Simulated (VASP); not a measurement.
MnPt2, 3 atoms in the cell. Symmetry: P-3m1, No. 164, trigonal system. Conventional cell: a = 2.896 Å, b = 2.896 Å, c = 6.618 Å, α = 90.00°, β = 90.00°, γ = 120.00°. Pt (site symmetry 3m) has 3 Mn at 2.68 Å and 9 Pt at 2.90 to 2.95 Å within 3.5 Å. Mn (site symmetry -3m) has 6 Pt at 2.68 Å and 6 Mn at 2.90 Å within 3.5 Å.  This cell differs from its parent crystal: volume scaled by 1.04.

- Program: VASP 6.6.1
- Task: single point
- Functional: PBEsol
- Potentials or basis: VASP PAW PBE potentials, release 64 (Pt, Mn_pv)
- Cutoff: 520 eV
- k mesh: 11 × 11 × 4
- Occupations: fermi-dirac, width 0.05 eV
- Spin: collinear spin, ferromagnetic start
- Starting moments: [0.0, 0.0, 4.0] μB
- Dipole correction: no
- Further INCAR settings: ALGO = Normal; EDIFF = 1e-07; NBANDS = 28

Potentials or basis: VASP PAW PBE potentials, release 64 (Pt, Mn_pv).

The run is started by

```console
$ cat potpaw_PBE.64/Pt/POTCAR potpaw_PBE.64/Mn_pv/POTCAR > POTCAR
$ mpirun -np 1 vasp_std > vasp.out
```

Hardware: 1 thread of Intel(R) Xeon(R) Platinum 8488C (Sapphire Rapids), on a shared host.

Question: How long does it take, and how much memory?

Answer: Run time: 2.7 min on 1 thread of Intel(R) Xeon(R) Platinum 8488C (Sapphire Rapids), on a shared host, peak memory 0.28 GiB. Counts: scf iterations 18, k points 58.
